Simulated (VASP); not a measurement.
# RbGe2 (R-3m) in VASP: a series of runs, part 3 of 3

VASP 6.6.1. Earlier steps stand in the parts before.

## 6. Relaxation of cell and atoms, PBE

This run uses another cell than the first one, of 30.32 Å³/atom, 0.996 times its volume.

INCAR reads:

```
SYSTEM = RbGe2
ALGO     = Normal         ! electronic algorithm
EDIFF    = 1E-6           ! SCF threshold, eV
EDIFFG   = -0.01          ! ionic threshold
ENCUT    = 600            ! plane-wave cutoff, eV
GGA      = PE             ! functional
IBRION   = 2              ! ionic algorithm
ISIF     = 3              ! what is computed and relaxed
ISMEAR   = 0              ! smearing method
LASPH    = .True.         ! aspherical terms in the spheres
LCHARG   = .False.        ! write CHGCAR
LREAL    = .False.        ! projectors in reciprocal space
LWAVE    = .False.        ! write WAVECAR
NELM     = 100            ! most SCF steps
NSW      = 100            ! ionic steps
PREC     = Accurate       ! precision mode
SIGMA    = 0.1            ! smearing width, eV
```

KPOINTS reads:

```
k-points
0
Gamma
  12 12 12
  0 0 0
```

POSCAR reads:

```
RbGe2
1.0
    2.8757591103      1.6603202964      3.1746575249
   -2.8757591103      1.6603202964      3.1746575249
    0.0000000000     -3.3206405929      3.1746575249
Rb Ge
1 2
Direct
    0.5000000000      0.5000000000      0.5000000000
    0.8693811543      0.8693811543      0.8693811543
    0.1306188457      0.1306188457      0.1306188457
```

Potentials or basis: VASP PAW PBE potentials, release 64 (Rb_sv, Ge_d).

Launch:

```console
> cat potpaw_PBE.64/Rb_sv/POTCAR potpaw_PBE.64/Ge_d/POTCAR > POTCAR
> mpirun -np 1 vasp_std > vasp.out
```

OUTCAR:

```text
SYSTEM = RbGe2
   EDIFF = 1E-6
   EDIFFG = -0.01
   ENCUT = 600
   GGA = PE
   IBRION = 2
   ISIF = 3
   ISMEAR = 0
   LASPH = .True.
   LREAL = .False.
   NELM = 100
   NSW = 100
   PREC = Accurate

 ion  position               nearest neighbor table
   1  0.500  0.500  0.500-   3 3.34   2 3.34   3 3.34   3 3.34   2 3.34   2 3.34   3 3.52   2 3.52

   2  0.869  0.869  0.869-   3 2.49   1 3.34   1 3.34   1 3.34   1 3.52
   3  0.131  0.131  0.131-   2 2.49   1 3.34   1 3.34   1 3.34   1 3.52

  LATTYP: Found a trigonal (rhomboedric) cell.
 ALAT       =     4.5940292062
 COS(alpha) =     0.2163042339

  Lattice vectors:

 A1 = (   2.8757591103,   1.6603202964,   3.1746575249)
 A2 = (  -2.8757591103,   1.6603202964,   3.1746575249)
 A3 = (   0.0000000000,  -3.3206405929,   3.1746575249)

Analysis of symmetry for initial positions (statically):
=====================================================================
 Subroutine PRICEL returns:
 Original cell was already a primitive cell.

 Routine SETGRP: Setting up the symmetry group for a
 trigonal (rhombohedral) supercell.

 Subroutine GETGRP returns: Found 12 space group operations
 (whereof 12 operations were pure point group operations)
 out of a pool of 12 trial point group operations.

The static configuration has the point symmetry D_3d.

Analysis of symmetry for dynamics (positions and initial velocities):
=====================================================================
 Subroutine PRICEL returns:
 Original cell was already a primitive cell.

 Routine SETGRP: Setting up the symmetry group for a
 trigonal (rhombohedral) supercell.

 Subroutine GETGRP returns: Found 12 space group operations
 (whereof 12 operations were pure point group operations)
 out of a pool of 12 trial point group operations.

The dynamic configuration has the point symmetry D_3d.

 Subroutine INISYM returns: Found 12 space group operations
 (whereof 12 operations are pure point group operations),
 and found     1 'primitive' translations

----------------------------------------------------------------------------------------

                                     Primitive cell

  volume of cell :      90.9479

  direct lattice vectors                    reciprocal lattice vectors
     2.875759110  1.660320296  3.174657525     0.173867136  0.100382238  0.104998202
    -2.875759110  1.660320296  3.174657525    -0.173867136  0.100382238  0.104998202
     0.000000000 -3.320640593  3.174657525     0.000000000 -0.200764475  0.104998202

  length of vectors
     4.594029206  4.594029206  4.594029206     0.226563450  0.226563450  0.226563450

  position of ions in fractional coordinates (direct lattice)
     0.500000000  0.500000000  0.500000000
     0.869381154  0.869381154  0.869381154
     0.130618846  0.130618846  0.130618846

  ion indices of the primitive-cell ions
   primitive index   ion index
                 1           1
                 2           2
                 3           3

----------------------------------------------------------------------------------------

[... 61 lines left out ...]
   ISTART =      0    job   : 0-new  1-cont  2-samecut
   ICHARG =      2    charge: 1-file 2-atom 10-const
   ISPIN  =      1    spin polarized calculation?
   LNONCOLLINEAR =      F non collinear calculations
   LSORBIT =      F    spin-orbit coupling
   LASPH  =      T    aspherical Exc in radial PAW
   ENCUT  =  600.0 eV  44.10 Ry    6.64 a.u.   9.18  9.18  9.18*2*pi/ulx,y,z
   NELM   =    100;   NELMIN=  2; NELMDL= -5     # of ELM steps
   EDIFF  = 0.1E-05   stopping-criterion for ELM
   LREAL  =      F    real-space projection
   EDIFFG = -.1E-01   stopping-criterion for IOM
   NSW    =    100    number of steps for IOM
   IBRION =      2    ionic relax: 0-MD 1-quasi-New 2-CG
   NFREE  =      1    steps in history (QN), initial steepest desc. (CG)
   ISIF   =      3    stress and relaxation
   ISYM   =      2    0-nonsym 1-usesym 2-fastsym
   POTIM  = 0.5000    time-step for ionic-motion
   TEBEG  =    0.0;   TEEND  =   0.0 temperature during run
   PSTRESS=    0.0 pullay stress
   NELECT =      37.0000    total number of electrons
   NUPDOWN=      -1.0000    fix difference up-down
   EMIN   =  10.00;   EMAX   =-10.00  energy-range for DOS
   EFERMI =   0.00;   METHOD = LEGACY
   ISMEAR =     0;   SIGMA  =   0.10  broadening in eV -4-tet -1-fermi 0-gaus
   EFERMI_NEDOS =   21; number of points for ismear=-14 and -15
   IALGO  =     38    algorithm
   IMIX   =      4    mixing-type and parameters
     AMIX     =   0.40;   BMIX     =  1.00
     AMIX_MAG =   1.60;   BMIX_MAG =  1.00
  volume/ion in A,a.u.               =      30.32       204.58
  Fermi-wavevector in a.u.,A,eV,Ry     =   1.213048  2.292328 20.020767  1.471485
  Thomas-Fermi vector in A             =   2.348512
   LORBIT       =      0    0 simple, 1 ext, 2 COOP (PROOUT), +10 PAW based schemes
   GGA     = PE    functional components
   LHFCALC =     F    Hartree Fock is set to
   AEXX    =    0.0000 exact exchange contribution
   IVDW    =     0    specifies the selected vdW correction
   LEPSILON=     F    determine dielectric tensor
   LRPA    =     F    only Hartree local field effects (RPA)
 conjugate gradient relaxation of ions
 non-spin polarized calculation
 Gauss-broadening in eV      SIGMA  =   0.10
  energy-cutoff  :      600.00
  volume of cell :       90.95
 maximum number of plane-waves:      3064
 NGX is ok and might be reduce to    40
   NGX = 19   NGY = 19   NGZ = 19

--------------------------------------- Ionic step        1  -------------------------------------------

 number of electron      37.0000005 magnetization

 Free energy of the ion-electron system (eV)
  ---------------------------------------------------
  ext. energy  EPLUGINS =         0.00000000
  ---------------------------------------------------
  free energy    TOTEN  =        -9.11853248 eV

  energy without entropy =       -9.11065766  energy(sigma->0) =       -9.11459507

------------------------ aborting loop because EDIFF is reached ----------------------------------------

  FORCE on cell =-STRESS in cart. coord.  units (eV):
  Direction    XX          YY          ZZ          XY          YZ          ZX
  --------------------------------------------------------------------------------------
  -------------------------------------------------------------------------------------
  Total        0.1647982      0.1647982     -0.1377197      0.0000000      0.0000000      0.0000000
  in kB        2.9031574      2.9031574     -2.4261303      0.0000000      0.0000000      0.0000000
  external PRESSURE =       1.1267281 kB  Pullay stress =       0.0000000 kB
[... 92 lines left out ...]
  FREE ENERGIE OF THE ION-ELECTRON SYSTEM (eV)
  ---------------------------------------------------
  free  energy   TOTEN  =        -9.1203554277 eV

  energy  without entropy=       -9.1123476014  energy(sigma->0) =       -9.11635151

[... ionic steps 4 to 8 ...]

--------------------------------------- Ionic step        9  -------------------------------------------

 number of electron      37.0000017 magnetization

------------------------ aborting loop because EDIFF is reached ----------------------------------------
[... 69 lines left out ...]
--------------------------------------- Ionic step       11  -------------------------------------------

 number of electron      37.0000017 magnetization

 Free energy of the ion-electron system (eV)
  ---------------------------------------------------
  ext. energy  EPLUGINS =         0.00000000
  ---------------------------------------------------
  free energy    TOTEN  =        -9.12080984 eV

  energy without entropy =       -9.11265595  energy(sigma->0) =       -9.11673289

 E-fermi :   2.3755     XC(G=0):  -8.7866

 val. band max:        2.3691236634   @ k =  -0.4167   0.5000   0.0833
 cond. band min:       2.3783861605   @ k =  -0.2500   0.3333   0.2500
 fundamental gap:      0.0092624970
 Fermi energy:         2.3755350712

 k-point     1 :       0.0000    0.0000    0.0000
  band No.  band energies     occupation
      1     -24.5926      2.00000
      2     -21.9975      2.00000
      3     -21.9923      2.00000
      4     -21.9923      2.00000
      5     -21.9756      2.00000
      6     -21.9756      2.00000
[... 589 lines left out ...]
     21       5.3783      0.00000
     22       5.8223      0.00000

 [... further k-points ...]

------------------------ aborting loop because EDIFF is reached ----------------------------------------

  FORCE on cell =-STRESS in cart. coord.  units (eV):
  Direction    XX          YY          ZZ          XY          YZ          ZX
  --------------------------------------------------------------------------------------
  -------------------------------------------------------------------------------------
  Total       -0.0193529     -0.0193529     -0.0042263      0.0000000      0.0000000      0.0000000
  in kB       -0.3353049     -0.3353049     -0.0732245      0.0000000      0.0000000      0.0000000
  external PRESSURE =      -0.2479447 kB  Pullay stress =       0.0000000 kB
[... 18 lines left out ...]
  FREE ENERGIE OF THE ION-ELECTRON SYSTEM (eV)
  ---------------------------------------------------
  free  energy   TOTEN  =        -9.1208098371 eV

  energy  without entropy=       -9.1126559495  energy(sigma->0) =       -9.11673289

 reached required accuracy - stopping structural energy minimisation
```

It took 35 min on 1 thread of AMD EPYC 7R43 (Zen 3), shared host; peak memory 0.54 GiB.

What came out:

```yaml
Free_energy: -9.1208 eV
Relaxed_volume: 30.82 Å³/atom
Relaxed_cell: a = 4.614 Å, b = 4.614 Å, c = 4.614 Å, α = 77.91°, β = 77.91°, γ = 77.91°
Space_group_after_relaxing_to_0.05_Å: R-3m (No. 166)
Energy_gained_by_relaxing: 0.8 meV/atom
Ionic_steps: 11
Pressure_after_relaxing: 0.0 GPa
Largest_force_after_relaxing: 0.008 eV/Å
```

Forces on the atoms (eV/Å):
```
Rb   0.000  0.000  0.000
Ge   0.000  0.000  0.008
Ge   0.000  0.000 -0.008
```

The path:
| step | energy change (eV) | largest force (eV/Å) | pressure (GPa) | volume (Å³) |
| --- | --- | --- | --- | --- |
| 1 | 0.0000 | 0.0939 | 0.11 | 90.95 |
| 2 | -0.0015 | 0.0349 | 0.15 | 91.23 |
| 3 | -0.0018 | 0.0115 | 0.20 | 91.44 |
| 4 | -0.0023 | 0.0108 | 0.04 | 92.11 |
| 5 | -0.0022 | 0.0232 | -0.05 | 92.49 |
| 6 | -0.0023 | 0.0184 | 0.23 | 92.29 |
| 7 | -0.0022 | 0.0223 | -0.05 | 92.46 |
| 8 | -0.0023 | 0.0207 | 0.07 | 92.37 |
| 9 | -0.0022 | 0.0213 | -0.12 | 92.43 |
| 10 | -0.0023 | 0.0223 | 0.00 | 92.40 |
| 11 | -0.0023 | 0.0076 | -0.02 | 92.47 |

Final structure:
```cif
data_structure
_symmetry_space_group_name_H-M 'P 1'
_symmetry_Int_Tables_number 1
_cell_length_a 4.6135
_cell_length_b 4.6135
_cell_length_c 4.6135
_cell_angle_alpha 77.914
_cell_angle_beta 77.914
_cell_angle_gamma 77.914
_cell_volume 92.47
loop_
_atom_site_label
_atom_site_type_symbol
_atom_site_fract_x
_atom_site_fract_y
_atom_site_fract_z
_atom_site_occupancy
Rb1 Rb 0.50000 0.50000 0.50000 1
Ge1 Ge 0.87051 0.87051 0.87051 1
Ge2 Ge 0.12949 0.12949 0.12949 1
```

## 7. Summary

```csv
task,cell,k mesh,cutoff (eV),gap on the mesh (eV),pressure (GPa),relaxed volume (Å³/atom),largest force (eV/Å)
single point,"a = 4.606 Å, angles 77.1°, 3 atoms",3 × 3 × 3,520,none,0.1,-,0.01
single point,"a = 6.616 Å, angles 55.4°, 3 atoms",3 × 3 × 3,520,none,-2.5,-,0.57
relaxation of cell and atoms,"relaxed from a = 6.616 Å, angles 55.4°, 3 atoms",3 × 3 × 3,600,none,0.1,30.40,0.01
single point,"a = 4.608 Å, angles 77.9°, 3 atoms",12 × 12 × 12,520,none,0.0,-,0.01
relaxation of cell and atoms,"relaxed from a = 4.594 Å, angles 77.5°, 3 atoms",12 × 12 × 12,600,none,0.0,30.82,0.01
```

Alike in all rows: level PBE; potentials or basis VASP PAW PBE potentials, release 64 (Rb_sv, Ge_d); no spin polarisation; smearing gaussian 0.1 eV.

Caveats: some runs use coarse meshes; the volume moved by over 15 % at a fixed basis, so the end points are rough (some runs).

Absolute energies hang on the potentials; compare differences alone.
